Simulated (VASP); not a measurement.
Crystal: Hf5C3.

```
Hf C
1.0
     5.30111    0.00000    0.00000
     0.00000    5.30111    0.00000
     0.00000    0.00000    5.30111
Hf C
5 3
Direct
  0.50000 0.00000 0.00000
  0.00000 0.50000 0.00000
  0.00000 0.00000 0.50000
  0.00000 0.00000 0.00000
  0.50000 0.50000 0.50000
  0.00000 0.50000 0.50000
  0.50000 0.00000 0.50000
  0.50000 0.50000 0.00000
```

The cell was generated, and may not be a known phase.

* Program: VASP 6.6.1
* Task: relaxation of cell and atoms
* Functional: PBE
* Potentials or basis: VASP PAW PBE potentials, release 64 (Hf_pv, C)
* Cutoff: 600 eV
* k mesh: 3 × 3 × 3
* Occupations: gaussian, width 0.2 eV
* Spin: no spin polarisation

At the start: pressure -16.8 GPa; volume 18.62 Å³/atom.

Q: How do energy, volume and symmetry change on relaxing?

A: Over 3 steps the energy falls by 177.4 meV/atom and the volume is 15.67 Å³/atom (-15.8 %); space group Pm-3m (No. 221, to 0.1 Å) before and after.

The path:
```csv
step,energy change (eV),largest force (eV/Å),pressure (GPa),volume (Å³)
1,0.0000,0.0000,-16.79,148.97
2,-0.6351,0.0000,18.77,110.74
3,-1.4191,0.0000,-0.22,125.38
```

Final structure:
```
Hf C
1.0
     5.00510    0.00000    0.00000
     0.00000    5.00510    0.00000
     0.00000    0.00000    5.00510
Hf C
5 3
Direct
  0.50000 0.00000 0.00000
  0.00000 0.50000 0.00000
  0.00000 0.00000 0.50000
  0.00000 0.00000 0.00000
  0.50000 0.50000 0.50000
  0.00000 0.50000 0.50000
  0.50000 0.00000 0.50000
  0.50000 0.50000 0.00000
```

Caveat: the k points lie up to 0.42 Å⁻¹ apart in the final cell; the volume moved by over 15 % at a fixed basis, so the end points are rough.
